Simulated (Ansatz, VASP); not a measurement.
Ti: VASP beside Ansatz

INCAR

```
PREC = Accurate
ENCUT = 520
EDIFF = 1E-6
ISMEAR = -1
SIGMA = 0.05
LREAL = False
LASPH = True
NELM = 60
ALGO = Normal
ISIF = 2
LWAVE = False
LCHARG = False
GGA = CA
NBANDS = 12
```

KPOINTS

```
regular mesh
0
Gamma
  15 15 15
```

POSCAR

```
Ti
1.0
    0.0000000000      2.0300000000      2.0909000000
    2.0300000000      0.0000000000      2.0909000000
    2.0300000000      2.0300000000      0.0000000000
Ti
1
Direct
    0.0000000000      0.0000000000      0.0000000000
```

Input for Ansatz:

```yaml
crystal:
  lattice:
    - [0.0, 2.03, 2.0909]
    - [2.03, 0.0, 2.0909]
    - [2.03, 2.03, 0.0]
  atoms:
    - { symbol: Ti, position: [0.0, 0.0, 0.0] }
kpoints:
  mp_grid: { grid: [15, 15, 15] }
  band_path:
    path:
      - [0.0, 0.0, 0.0]
      - [0.0, 0.5, 0.5]
      - [0.25, 0.75, 0.5]
      - [0.0, 0.5, 0.0]
      - [0.0, 0.0, 0.0]
      - [0.5, 0.5, 0.0]
      - [0.3678244886, 0.6321755114, 0.0]
      - [-0.3678244886, 0.3678244886, 0.0]
      - [0.0, 0.0, 0.0]
    npoints: 5
scf:
  occupations: { method: fermi_dirac, width: 0.05 }
hamiltonian:
  xc: lda
  pseudopotentials: { kind: all_electron, lapw: { basis_error: 0.00025 } }
output:
  forces: true
  stress: true
  eigenvalues: true
```

Change from the starting cell: zz strain of +3 %.

Alike in both runs: task single point; functional LDA; k mesh 15 × 15 × 15; occupations fermi-dirac, width 0.05 eV; no spin polarisation.

```csv
,VASP,Ansatz
version,VASP 6.6.1,Ansatz 0.2.0
potentials or method,"VASP PAW LDA potentials, release 64 (Ti_sv), cutoff 520 eV","all-electron LAPW, scalar-relativistic"
```

Ansatz gave:

```
pressure (GPa)                                                : -7.8
traceless stress, the component that is largest in VASP (GPa) : -0.58
```

Problem. Estimate VASP's values.

Solution. Pressure (GPa): -7.9; traceless stress, the component that is largest in VASP (GPa): -0.58.

LDA's correlation is that of Perdew and Zunger in VASP and of Perdew and Wang (1992) in Ansatz. Ansatz ran all-electron here, and VASP with PAW potentials.
